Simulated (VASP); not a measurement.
# SnO2 (Cassiterite) (P4_2/mnm) in VASP: notebook, part 2 of 2

VASP 6.6.1. Earlier steps stand in the parts before.

**4. Relaxation of cell and atoms, LDA**

This run uses another cell than the first one, of 11.92 Å³/atom, 1.007 times its volume.

Contents of INCAR:

```
PREC = Accurate
ENCUT = 600
EDIFF = 1E-6
ISMEAR = -1
SIGMA = 0.02
LREAL = False
LASPH = True
NELM = 80
ALGO = Normal
ISIF = 3
LWAVE = False
LCHARG = False
GGA = CA
IBRION = 2
NSW = 80
EDIFFG = -0.01
```

Contents of KPOINTS:

```
Automatic mesh
0
Gamma
  6 6 8
```

Contents of POSCAR:

```
SnO2
1.0
    4.7380000000      0.0000000000      0.0000000000
    0.0000000000      4.7380000000      0.0000000000
    0.0000000000      0.0000000000      3.1865000000
Sn O
2 4
Direct
    0.0000000000      0.0000000000      0.0000000000
    0.5000000000      0.5000000000      0.5000000000
    0.3071000000      0.3071000000      0.0000000000
    0.1929000000      0.8071000000      0.5000000000
    0.6929000000      0.6929000000      0.0000000000
    0.8071000000      0.1929000000      0.5000000000
```

Potentials or basis: VASP PAW LDA potentials, release 64 (Sn_d, O).

Command:

```bash
cat potpaw_LDA.64/Sn_d/POTCAR potpaw_LDA.64/O/POTCAR > POTCAR
mpirun -np 1 vasp_std > vasp.out
```

Run time: 6.8 min. Hardware: 1 thread of Intel Xeon 6975P-C, shared host; peak memory 0.25 GiB.

Results (log left out):

* Free energy: -42.2923 eV
* Relaxed volume: 11.90 Å³/atom
* Relaxed cell: a = 4.728 Å, b = 4.728 Å, c = 3.195 Å, α = 90.00°, β = 90.00°, γ = 90.00°
* Space group after relaxing (to 0.05 Å): P4_2/mnm (No. 136)
* Energy gained by relaxing: 0.6 meV/atom
* Ionic steps: 5
* Pressure after relaxing: 0.0 GPa
* Largest force after relaxing: 0.006 eV/Å
* Band gap on the k mesh: 1.15 eV, direct

Forces on the atoms (eV/Å):
```
Sn   0.000  0.000  0.000
Sn   0.000  0.000  0.000
O    0.004  0.004  0.000
O   -0.004  0.004  0.000
O   -0.004 -0.004  0.000
O    0.004 -0.004  0.000
```

Stress tensor (GPa, compression positive):
```
-0.04  0.00  0.00
 0.00 -0.04  0.00
 0.00  0.00  0.07
```

Step by step:
```csv
step,energy change (eV),largest force (eV/Å),pressure (GPa),volume (Å³)
1,0.0000,0.1797,0.11,71.53
2,-0.0032,0.0469,-0.65,71.62
3,-0.0034,0.0022,-0.50,71.60
4,-0.0034,0.0151,0.49,71.24
5,-0.0037,0.0062,0.00,71.42
```

Final structure:
```xyz
6
Lattice="4.7279 0.0000 0.0000 0.0000 4.7279 0.0000 0.0000 0.0000 3.1952" Properties=species:S:1:pos:R:3 pbc="T T T"
Sn    0.0000    0.0000    0.0000
Sn    2.3639    2.3639    1.5976
O     1.4467    1.4467    0.0000
O     0.9172    3.8106    1.5976
O     3.2812    3.2812    0.0000
O     3.8106    0.9172    1.5976
```

Levels at points of the mesh, in eV from the valence-band top:
| k point | band 24 | band 25 | band 26 | band 27 | band 28 | band 29 |
| --- | --- | --- | --- | --- | --- | --- |
| (0.00, 0.00, 0.00) | -0.81 | -0.81 | 0.00 | 1.15 | 5.93 | 6.05 |
| (0.50, 0.00, 0.00) | -1.24 | -0.65 | -0.65 | 4.31 | 4.31 | 6.81 |
| (0.50, 0.50, 0.00) | -1.37 | -0.91 | -0.91 | 4.70 | 4.70 | 7.30 |
| (0.00, 0.00, 0.50) | -1.72 | -1.28 | -1.28 | 6.03 | 6.03 | 9.51 |
| (0.50, 0.00, 0.50) | -1.13 | -0.72 | -0.72 | 6.31 | 6.31 | 7.87 |
| (0.50, 0.50, 0.50) | -0.99 | -0.84 | -0.84 | 4.68 | 4.68 | 8.63 |

Caveat: spin-orbit coupling is left out, which moves the levels of the heavy elements.

**5. Single point, PBEsol**

This run uses another cell than the first one, of 12.17 Å³/atom, 1.028 times its volume.

Contents of INCAR:

```
SYSTEM = SnO2
PREC     = Accurate       ! precision mode
ENCUT    = 520            ! plane-wave cutoff, eV
EDIFF    = 1E-6           ! SCF threshold, eV
ISMEAR   = -1             ! smearing method
SIGMA    = 0.02           ! smearing width, eV
LREAL    = .FALSE.        ! projectors in reciprocal space
LASPH    = .TRUE.         ! aspherical terms in the spheres
NELM     = 100            ! most SCF steps
ALGO     = Normal         ! electronic algorithm
ISIF     = 2              ! what is computed and relaxed
LWAVE    = .FALSE.        ! write WAVECAR
LCHARG   = .FALSE.        ! write CHGCAR
GGA      = PS             ! functional
NBANDS   = 35             ! bands
```

Contents of KPOINTS:

```
regular mesh
0
G
  6 6 8
  0 0 0
```

Contents of POSCAR:

```
SnO2
1.0
    4.7684525686      0.0000000000      0.0000000000
    0.0000000000      4.7684525686      0.0000000000
    0.0000000000      0.0000000000      3.2113954001
Sn O
2 4
Direct
    0.0000000000      0.0000000000      0.0000000000
    0.5000000000      0.5000000000      0.5000000000
    0.3062948558      0.3062948558      0.0000000000
    0.1937051442      0.8062948558      0.5000000000
    0.6937051442      0.6937051442      0.0000000000
    0.8062948558      0.1937051442      0.5000000000
```

Potentials or basis: VASP PAW PBE potentials, release 64 (Sn_d, O).

Command:

```bash
cat potpaw_PBE.64/Sn_d/POTCAR potpaw_PBE.64/O/POTCAR > POTCAR
mpirun -np 1 vasp_std > vasp.out
```

Wall time 89 s (1 thread of Intel Xeon Platinum 8259CL at 2.50GHz (Skylake/Cascade Lake), shared host); peak memory 0.23 GiB.

The run converged. Its results:

* Free energy: -39.6697 eV
* Pressure: 0.7 GPa
* Largest force: 0.020 eV/Å
* Band gap on the k mesh: 0.92 eV, direct

Forces in eV/Å, atoms in the order of the input:
```
Sn   0.000  0.000  0.000
Sn   0.000  0.000  0.000
O   -0.014 -0.014  0.000
O    0.014 -0.014  0.000
O    0.014  0.014  0.000
O   -0.014  0.014  0.000
```

Stress tensor (GPa, compression positive):
```
0.59 0.00 0.00
0.00 0.59 0.00
0.00 0.00 0.96
```

Levels at points of the mesh, in eV from the valence-band top:
| k point | band 23 | band 24 | band 25 | band 26 | band 27 | band 28 | band 29 | band 30 |
| --- | --- | --- | --- | --- | --- | --- | --- | --- |
| (0.00, 0.00, 0.00) | -1.27 | -0.78 | -0.78 | 0.00 | 0.92 | 5.85 | 6.04 | 6.04 |
| (0.50, 0.00, 0.00) | -1.22 | -1.22 | -0.63 | -0.63 | 4.13 | 4.13 | 6.80 | 6.80 |
| (0.50, 0.50, 0.00) | -1.35 | -1.35 | -0.89 | -0.89 | 4.54 | 4.54 | 7.23 | 7.23 |
| (0.00, 0.00, 0.50) | -1.65 | -1.65 | -1.25 | -1.25 | 5.87 | 5.87 | 9.43 | 9.43 |
| (0.50, 0.00, 0.50) | -1.09 | -1.09 | -0.73 | -0.73 | 6.15 | 6.15 | 7.73 | 7.73 |
| (0.50, 0.50, 0.50) | -0.96 | -0.96 | -0.82 | -0.82 | 4.55 | 4.55 | 8.61 | 8.61 |

Caveat: the PAW data sets were made with another functional, which shifts forces and pressure a little; spin-orbit coupling is left out, which moves the levels of the heavy elements.

**6. The runs side by side**

```tsv
task	level	potentials or basis	cell	cutoff (eV)	gap on the mesh (eV)	pressure (GPa)	relaxed volume (Å³/atom)	largest force (eV/Å)
single point	LDA	VASP PAW LDA potentials, release 64 (Sn_d, O)	a = 4.720, b = 4.720, c = 3.189 Å, 6 atoms	520	1.21	1.4	-	0.03
relaxation of cell and atoms	PBEsol	VASP PAW PBE potentials, release 64 (Sn_d, O)	relaxed from a = 4.738, b = 4.738, c = 3.187 Å, 6 atoms	600	0.89	0.0	12.20	0.01
relaxation of cell and atoms	LDA	VASP PAW LDA potentials, release 64 (Sn_d, O)	relaxed from a = 4.738, b = 4.738, c = 3.187 Å, 6 atoms	600	1.15	0.0	11.90	0.01
single point	PBEsol	VASP PAW PBE potentials, release 64 (Sn_d, O)	a = 4.768, b = 4.768, c = 3.211 Å, 6 atoms	520	0.92	0.7	-	0.02
```

Alike in all rows: no spin polarisation; k mesh 6 × 6 × 8; smearing fermi-dirac 0.02 eV.

Caveats: spin-orbit coupling is left out, which moves the levels of the heavy elements; the PAW data sets were made with another functional, which shifts forces and pressure a little (some runs).

Total energies depend on the potentials used, so only differences within one code and one set of settings carry meaning.
